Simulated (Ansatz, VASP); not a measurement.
## Ta in VASP and in Ansatz

```xyz
1
Lattice="-1.6138 1.6595 1.7217 1.6138 -1.6595 1.7217 1.6138 1.6595 -1.7217" Properties=species:S:1:pos:R:3 pbc="T T T"
Ta    0.0000    0.0000    0.0000
```

Change from the starting cell: normal strain along x -0.0275, normal strain along z +0.0375.

Alike in both runs: task single point; functional PBE; k mesh 18 × 18 × 18; occupations gaussian, width 0.15 eV; no spin polarisation.

```csv
,VASP,Ansatz
version,VASP 6.6.1,Ansatz 0.2.0
potentials or method,"VASP PAW PBE potentials, release 64 (Ta_pv), cutoff 520 eV","scalar-relativistic, plane waves, PAW"
valence electrons in the cell,11,13
```

|  | VASP | Ansatz | Ansatz less VASP |
| --- | --- | --- | --- |
| gap on the k mesh at the Fermi level (eV) | none | none | - |
| pressure (GPa) | -1.3 | -1.3 | -0.05 |
| traceless stress, the component that is largest in VASP (GPa) | -3.42 | -3.42 | -0.001 |

A gap of «none» marks a metal or a gap that the smearing closes. The functional is the same, so the differences come from potentials, cutoffs and numerics. VASP's potentials hold 11 valence electrons a cell and Ansatz's 13, so a difference there can come from the potentials and not from the codes.

Spin-orbit coupling is off throughout.
